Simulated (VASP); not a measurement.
# TiSi5O12 in VASP: a series of runs, part 2 of 2

VASP 6.6.1. The steps go on from the part before.

## 3. Single point, PBE

The input, INCAR:

```
SYSTEM = TiSi5O12
PREC = Accurate
ENCUT = 520
EDIFF = 1E-6
ISMEAR = 0
SIGMA = 0.02
LREAL = Auto
LASPH = .TRUE.
NELM = 60
ALGO = Normal
ISIF = 2
LWAVE = .FALSE.
LCHARG = .FALSE.
GGA = PE
NBANDS = 67
```

The input, KPOINTS:

```
Automatic mesh
0
G
  5 5 4
  0 0 0
```

The input, POSCAR:

```
TiSi5O12
1.0
   -0.0193500000     -4.3029270000      2.7425840000
   -4.3030230000     -0.0193610000      2.7425680000
   -4.3290680000     -4.3289510000     -2.7528520000
O Si Ti
12 5 1
Direct
    0.2286032570      0.2286479607      0.4591940919
    0.5615059093      0.5616100283      0.1161351273
    0.8964060534      0.8964715319      0.8007858596
    0.1027422495      0.1028508183      0.2059168871
    0.4349609753      0.4350621706      0.8643448626
    0.7698106219      0.7699305625      0.5490045925
    0.6457676385      0.0467159191      0.1535772994
    0.9743637347      0.3570426628      0.8325617746
    0.2846958800      0.6856252667      0.5115263008
    0.0465914065      0.6458704906      0.1536302310
    0.3569740885      0.9744676143      0.8325697876
    0.6855678281      0.2848396095      0.5115340690
    0.3286753594      0.3287487370      0.6698989329
    0.0026857637      0.0027665484      0.9952873783
    0.3332764433      0.3334435683      0.1577336409
    0.6656875490      0.6657602343      0.8325698742
    0.9979865702      0.9981591870      0.5073975919
    0.6655833418      0.6658376131      0.3325865197
```

Potentials or basis: VASP PAW PBE potentials, release 64 (O, Si, Ti_sv).

Command:

```
cat potpaw_PBE.64/O/POTCAR potpaw_PBE.64/Si/POTCAR potpaw_PBE.64/Ti_sv/POTCAR > POTCAR
mpirun -np 1 vasp_std > vasp.out
```

OUTCAR:

```text
SYSTEM = TiSi5O12
   PREC = Accurate
   ENCUT = 520
   EDIFF = 1E-6
   ISMEAR = 0
   LREAL = Auto
   LASPH = .TRUE.
   NELM = 60
   ISIF = 2
   GGA = PE

 ion  position               nearest neighbor table
   1  0.229  0.229  0.459-  17 1.79  15 1.85  13 1.90
   2  0.562  0.562  0.116-  16 1.74  15 1.78  18 1.96
   3  0.896  0.896  0.801-  17 1.80  16 1.82  14 1.84
   4  0.103  0.103  0.206-  15 1.79  17 1.85  14 1.90
   5  0.435  0.435  0.864-  15 1.80  16 1.82  13 1.84
   6  0.770  0.770  0.549-  16 1.74  17 1.78  18 1.96
   7  0.646  0.047  0.154-  14 1.77  15 1.82  18 1.92
   8  0.974  0.357  0.833-  14 1.77  13 1.77  16 1.87
   9  0.285  0.686  0.512-  13 1.77  17 1.82  18 1.92
  10  0.047  0.646  0.154-  14 1.77  15 1.82  18 1.92
  11  0.357  0.974  0.833-  13 1.77  14 1.77  16 1.87
  12  0.686  0.285  0.512-  13 1.77  17 1.82  18 1.92
  13  0.329  0.329  0.670-  11 1.77   8 1.77   9 1.77  12 1.77   5 1.84   1 1.90  14 2.68  18 2.78
[... 7 lines left out ...]
  17  0.998  0.998  0.507-   6 1.78   1 1.79   3 1.80  12 1.82   9 1.82   4 1.85  16 2.72  15 2.80

  18  0.666  0.666  0.333-   9 1.92   7 1.92  12 1.92  10 1.92   6 1.96   2 1.96  13 2.78  14 2.78

  LATTYP: Found a base centered monoclinic cell.
 ALAT       =    22.7909419849
 B/A-ratio  =     0.2658052834
 C/A-ratio  =     0.3614598037
 COS(beta)  =    -0.9632843848

  Lattice vectors:

 A1 = (  -0.0126550000,  -4.2962640000,  10.9805880000)
 A2 = (  -4.2963280000,  -0.0126980000,  10.9805720000)
 A3 = (  -0.0066950000,  -0.0066630000,  -8.2380040000)

Analysis of symmetry for initial positions (statically):
=====================================================================
 Subroutine PRICEL returns:
 Original cell was already a primitive cell.

 Routine SETGRP: Setting up the symmetry group for a
 base centered monoclinic supercell.

 Subroutine GETGRP returns: Found  1 space group operations
 (whereof  1 operations were pure point group operations)
 out of a pool of  4 trial point group operations.

The static configuration has the point symmetry C_1 .

Analysis of symmetry for dynamics (positions and initial velocities):
=====================================================================
 Subroutine PRICEL returns:
 Original cell was already a primitive cell.

 Routine SETGRP: Setting up the symmetry group for a
 base centered monoclinic supercell.

 Subroutine GETGRP returns: Found  1 space group operations
 (whereof  1 operations were pure point group operations)
 out of a pool of  4 trial point group operations.

The dynamic configuration has the point symmetry C_1 .

 Subroutine INISYM returns: Found  1 space group operations
 (whereof  1 operations are pure point group operations),
 and found     1 'primitive' translations

----------------------------------------------------------------------------------------

                                     Primitive cell

  volume of cell :     152.6854

  direct lattice vectors                    reciprocal lattice vectors
    -0.019350000 -4.302927000  2.742584000     0.078106629 -0.155341321  0.121450793
    -4.303023000 -0.019361000  2.742568000    -0.155337942  0.078108986  0.121451695
    -4.329068000 -4.328951000 -2.752852000    -0.076942341 -0.076944716 -0.121263863

  length of vectors
     5.102677943  5.102750339  6.712588222     0.212089289  0.212088199  0.162928014

[... 92 lines left out ...]
  0.400000  0.200000  0.250000      2.000000
 [... further k-points ...]
   k-points           NKPTS =     51   k-points in BZ     NKDIM =     51   number of bands    NBANDS=     67
   number of dos      NEDOS =    301   number of ions     NIONS =     18
   total plane-waves  NPLWV =  80000
   dimension x,y,z NGX =    40 NGY =   40 NGZ =   50
   dimension x,y,z NGXF=    80 NGYF=   80 NGZF=  100
   ions per type =              12   5   1
   NGX,Y,Z   is equivalent  to a cutoff of  13.03, 13.03, 12.38 a.u.
   NGXF,Y,Z  is equivalent  to a cutoff of  26.06, 26.06, 24.77 a.u.
 SYSTEM =  TiSi5O12
   PREC   = accura    normal or accurate (medium, high low for compatibility)
   ISTART =      0    job   : 0-new  1-cont  2-samecut
   ICHARG =      2    charge: 1-file 2-atom 10-const
   ISPIN  =      1    spin polarized calculation?
   LNONCOLLINEAR =      F non collinear calculations
   LSORBIT =      F    spin-orbit coupling
   LASPH  =      T    aspherical Exc in radial PAW
   ENCUT  =  520.0 eV  38.22 Ry    6.18 a.u.   9.49  9.49 12.48*2*pi/ulx,y,z
   NELM   =     60;   NELMIN=  2; NELMDL= -5     # of ELM steps
   EDIFF  = 0.1E-05   stopping-criterion for ELM
   LREAL  =      T    real-space projection
   EDIFFG = 0.1E-04   stopping-criterion for IOM
   NSW    =      0    number of steps for IOM
   IBRION =     -1    ionic relax: 0-MD 1-quasi-New 2-CG
   NFREE  =      0    steps in history (QN), initial steepest desc. (CG)
   ISIF   =      2    stress and relaxation
   ISYM   =      2    0-nonsym 1-usesym 2-fastsym
   POTIM  = 0.5000    time-step for ionic-motion
   TEBEG  =    0.0;   TEEND  =   0.0 temperature during run
   PSTRESS=    0.0 pullay stress
   NELECT =     104.0000    total number of electrons
   NUPDOWN=      -1.0000    fix difference up-down
   EMIN   =  10.00;   EMAX   =-10.00  energy-range for DOS
   EFERMI =   0.00;   METHOD = LEGACY
   ISMEAR =     0;   SIGMA  =   0.02  broadening in eV -4-tet -1-fermi 0-gaus
   EFERMI_NEDOS =   21; number of points for ismear=-14 and -15
   IALGO  =     38    algorithm
   IMIX   =      4    mixing-type and parameters
     AMIX     =   0.40;   BMIX     =  1.00
     AMIX_MAG =   1.60;   BMIX_MAG =  1.00
  volume/ion in A,a.u.               =       8.48        57.24
  Fermi-wavevector in a.u.,A,eV,Ry     =   1.440412  2.721984 28.229195  2.074787
  Thomas-Fermi vector in A             =   2.559159
   LORBIT       =      0    0 simple, 1 ext, 2 COOP (PROOUT), +10 PAW based schemes
   GGA     = PE    functional components
   LHFCALC =     F    Hartree Fock is set to
   AEXX    =    0.0000 exact exchange contribution
   IVDW    =     0    specifies the selected vdW correction
   LEPSILON=     F    determine dielectric tensor
   LRPA    =     F    only Hartree local field effects (RPA)
 non-spin polarized calculation
 Gauss-broadening in eV      SIGMA  =   0.02
  energy-cutoff  :      520.00
  volume of cell :      152.69
 maximum number of plane-waves:      4144
 NGX is ok and might be reduce to    40
   NGX = 19   NGY = 19   NGZ = 25

 number of electron     103.9999994 magnetization

 Free energy of the ion-electron system (eV)
  ---------------------------------------------------
  ext. energy  EPLUGINS =         0.00000000
  ---------------------------------------------------
  free energy    TOTEN  =      -141.87137111 eV

  energy without entropy =     -141.87137111  energy(sigma->0) =     -141.87137111

 E-fermi :   7.2619     XC(G=0): -11.9277

 val. band max:        7.1224725416   @ k =   0.0000   0.0000   0.0000
 cond. band min:       9.0059412158   @ k =   0.0000   0.0000   0.0000
 fundamental gap:      1.8834686741
 Fermi energy:         7.2619401085

 k-point     1 :       0.0000    0.0000    0.0000
  band No.  band energies     occupation
      1     -50.2533      2.00000
      2     -26.6924      2.00000
      3     -26.5510      2.00000
      4     -26.4117      2.00000
      5     -14.4542      2.00000
      6     -12.4896      2.00000
[... 1597 lines left out ...]
     63      16.1334      0.00000
     64      17.2520      0.00000

 [... further k-points ...]

 [bands above 64 left out]

------------------------ aborting loop because EDIFF is reached ----------------------------------------

  FORCE on cell =-STRESS in cart. coord.  units (eV):
  Direction    XX          YY          ZZ          XY          YZ          ZX
  --------------------------------------------------------------------------------------
  -------------------------------------------------------------------------------------
  Total        0.0062308      0.0103847      0.5440382     -0.0254912     -0.0055783     -0.0072156
  in kB        0.0653815      0.1089698      5.7087693     -0.2674878     -0.0585347     -0.0757155
  external PRESSURE =       1.9610402 kB  Pullay stress =       0.0000000 kB

 VOLUME and BASIS-vectors are now :
 -----------------------------------------------------------------------------
  energy-cutoff  :      520.00
  volume of cell :      152.69
      direct lattice vectors                 reciprocal lattice vectors
    -0.019350000 -4.302927000  2.742584000     0.078106629 -0.155341321  0.121450793
    -4.303023000 -0.019361000  2.742568000    -0.155337942  0.078108986  0.121451695
    -4.329068000 -4.328951000 -2.752852000    -0.076942341 -0.076944716 -0.121263863

 POSITION                                       TOTAL-FORCE (eV/Angst)
 -----------------------------------------------------------------------------------
     -2.97618     -2.97592     -0.01005         0.005687      0.005943      0.022187
     -2.93024     -2.92974      2.76053         0.023693      0.023703     -0.017005
     -7.34154     -7.34109      2.71266         0.014798      0.014484     -0.014402
     -1.33599     -1.33549     -0.00300        -0.011020     -0.011058     -0.023852
     -5.62231     -5.62174      0.00669        -0.014141     -0.012262      0.007280
     -5.70460     -5.70396      2.71153        -0.024935     -0.023513      0.018821
[... 10 lines left out ...]
     -6.51097     -6.51009      4.07779         0.005328      0.004305      0.011886
     -4.31778     -4.31660      2.73596         0.010954      0.009168     -0.002499
 -----------------------------------------------------------------------------------
    total drift:                                0.006052      0.003092      0.006809

  FREE ENERGIE OF THE ION-ELECTRON SYSTEM (eV)
  ---------------------------------------------------
  free  energy   TOTEN  =      -141.8713711083 eV

  energy  without entropy=     -141.8713711083  energy(sigma->0) =     -141.87137111
```

Wall time 17 min (1 thread of Intel Xeon Platinum 8259CL at 2.50GHz (Skylake/Cascade Lake), shared host); peak memory 0.47 GiB.

What came out:

| Item | Value |
| --- | --- |
| Free energy | -141.8714 eV |
| Pressure | 0.2 GPa |
| Largest force | 0.045 eV/Å |
| Band gap on the k mesh | 1.88 eV |

Forces on the atoms (eV/Å):
```
O    0.006  0.006  0.022
O    0.024  0.024 -0.017
O    0.015  0.014 -0.014
O   -0.011 -0.011 -0.024
O   -0.014 -0.012  0.007
O   -0.025 -0.024  0.019
O   -0.039  0.016  0.013
O   -0.029  0.026  0.003
O   -0.018  0.040 -0.011
O    0.018 -0.038  0.013
O    0.027 -0.029  0.001
O    0.040 -0.016 -0.011
Si  -0.008 -0.007  0.010
Si   0.010  0.009 -0.009
Si  -0.009 -0.009 -0.009
Si  -0.002 -0.002 -0.002
Si   0.005  0.004  0.012
Ti   0.011  0.009 -0.002
```

Stress tensor (GPa, compression positive):
```
 0.01 -0.03 -0.01
-0.03  0.01 -0.01
-0.01 -0.01  0.57
```

## 4. Relaxation of cell and atoms, PBE

The input, INCAR:

```
PREC = Accurate
ENCUT = 600
EDIFF = 1E-6
ISMEAR = 0
SIGMA = 0.1
LREAL = Auto
LASPH = True
NELM = 100
ALGO = Normal
ISIF = 3
LWAVE = False
LCHARG = False
GGA = PE
IBRION = 2
NSW = 45
EDIFFG = -0.04
ISYM = 0
```

The input, KPOINTS:

```
regular mesh
0
Gamma
  4 4 3
```

Edit POSCAR of step 3 so:

```diff
@@ -2,5 +2,5 @@
 1.0
-   -0.0193500000     -4.3029270000      2.7425840000
-   -4.3030230000     -0.0193610000      2.7425680000
-   -4.3290680000     -4.3289510000     -2.7528520000
+   -0.0193500513     -4.3029271456      2.7425842610
+   -4.3030225668     -0.0193606308      2.7425679848
+   -4.3290676437     -4.3289510635     -2.7528517480
 O Si Ti
```

Command:

```
cat potpaw_PBE.64/O/POTCAR potpaw_PBE.64/Si/POTCAR potpaw_PBE.64/Ti_sv/POTCAR > POTCAR
mpirun -np 1 vasp_std > vasp.out
```

Wall time 19 min (1 thread of Intel Xeon Platinum 8259CL at 2.50GHz (Skylake/Cascade Lake), shared host); peak memory 0.42 GiB.

It converged, with:

- Free energy: -141.9055 eV
- Relaxed volume: 8.48 Å³/atom
- Relaxed cell: a = 5.101 Å, b = 5.101 Å, c = 6.709 Å, α = 71.02°, β = 71.02°, γ = 72.81°
- Space group after relaxing (to 0.1 Å): C2/m (No. 12)
- Energy gained by relaxing: 0.0 meV/atom
- Ionic steps: 3
- Pressure after relaxing: 0.0 GPa
- Largest force after relaxing: 0.034 eV/Å
- Band gap on the k mesh: 1.87 eV

Forces on the atoms (eV/Å):
```
O   -0.015 -0.015  0.005
O   -0.019 -0.020 -0.003
O   -0.023 -0.023 -0.007
O    0.014  0.013 -0.004
O    0.021  0.022  0.006
O    0.019  0.020  0.003
O    0.000 -0.009 -0.005
O    0.002 -0.002  0.000
O    0.009  0.000  0.005
O   -0.008  0.000 -0.005
O   -0.002  0.002 -0.001
O    0.000  0.009  0.005
Si  -0.007 -0.007 -0.002
Si   0.007  0.007  0.004
Si   0.000 -0.001 -0.008
Si   0.001  0.001  0.000
Si   0.002  0.002  0.009
Ti   0.000 -0.001 -0.002
```

Stress tensor (GPa, compression positive):
```
-0.07  0.05 -0.01
 0.05 -0.07 -0.02
-0.01 -0.02  0.14
```

Step by step:
```csv
step,energy change (eV),largest force (eV/Å),pressure (GPa),volume (Å³)
1,0.0000,0.0444,-0.17,152.69
2,-0.0004,0.0586,0.07,152.49
3,-0.0005,0.0337,0.00,152.55
```

Final structure:
```cif
data_structure
_symmetry_space_group_name_H-M 'P 1'
_symmetry_Int_Tables_number 1
_cell_length_a 5.1010
_cell_length_b 5.1011
_cell_length_c 6.7093
_cell_angle_alpha 71.016
_cell_angle_beta 71.017
_cell_angle_gamma 72.807
_cell_volume 152.55
loop_
_atom_site_label
_atom_site_type_symbol
_atom_site_fract_x
_atom_site_fract_y
_atom_site_fract_z
_atom_site_occupancy
O1 O 0.22867 0.22872 0.45906 1
O2 O 0.56136 0.56146 0.11609 1
O3 O 0.89631 0.89637 0.80078 1
O4 O 0.10267 0.10279 0.20605 1
O5 O 0.43504 0.43515 0.86434 1
O6 O 0.76995 0.77009 0.54905 1
O7 O 0.64563 0.04700 0.15359 1
O8 O 0.97416 0.35727 0.83256 1
O9 O 0.28440 0.68577 0.51152 1
O10 O 0.04687 0.64573 0.15364 1
O11 O 0.35719 0.97425 0.83257 1
O12 O 0.68571 0.28455 0.51153 1
Si1 Si 0.32872 0.32880 0.66992 1
Si2 Si 0.00262 0.00270 0.99526 1
Si3 Si 0.33327 0.33343 0.15781 1
Si4 Si 0.66570 0.66577 0.83257 1
Si5 Si 0.99801 0.99817 0.50734 1
Ti1 Ti 0.66559 0.66584 0.33258 1
```

Levels at points of the mesh, in eV from the valence-band top:
```
           k point  band 50  band 51  band 52  band 53  band 54  band 55
(0.00, 0.00, 0.00)    -0.80    -0.70     0.00     1.87     2.44     2.55
(0.50, 0.00, 0.00)    -1.21    -0.83    -0.67     2.06     2.46     2.73
(0.00, 0.50, 0.00)    -1.21    -0.84    -0.67     2.06     2.46     2.73
(0.50, 0.50, 0.00)    -1.44    -1.21    -0.99     1.87     2.70     2.76
```

A k mesh can miss the band edges.

## 5. The runs side by side

| task | cell | k mesh | cutoff (eV) | smearing | gap on the mesh (eV) | pressure (GPa) | largest force (eV/Å) |
| --- | --- | --- | --- | --- | --- | --- | --- |
| single point | a = 5.109, b = 5.109, c = 6.644 Å, angles 71.5, 71.5, 73.8°, 18 atoms, atomic positions A | 5 × 5 × 4 | 520 | gaussian 0.02 eV | 1.93 | 0.3 | 0.06 |
| single point | a = 5.103, b = 5.103, c = 6.713 Å, angles 71.0, 71.0, 72.8°, 18 atoms, atomic positions B | 5 × 5 × 4 | 520 | gaussian 0.02 eV | 1.88 | 0.2 | 0.05 |
| relaxation of cell and atoms | relaxed from a = 5.103, b = 5.103, c = 6.713 Å, angles 71.0, 71.0, 72.8°, 18 atoms, atomic positions B | 4 × 4 × 3 | 600 | gaussian 0.1 eV | 1.87 | 0.0 | 0.03 |

Alike in all rows: level PBE; potentials or basis VASP PAW PBE potentials, release 64 (O, Si, Ti_sv); no spin polarisation.

Absolute energies hang on the potentials; compare differences alone.
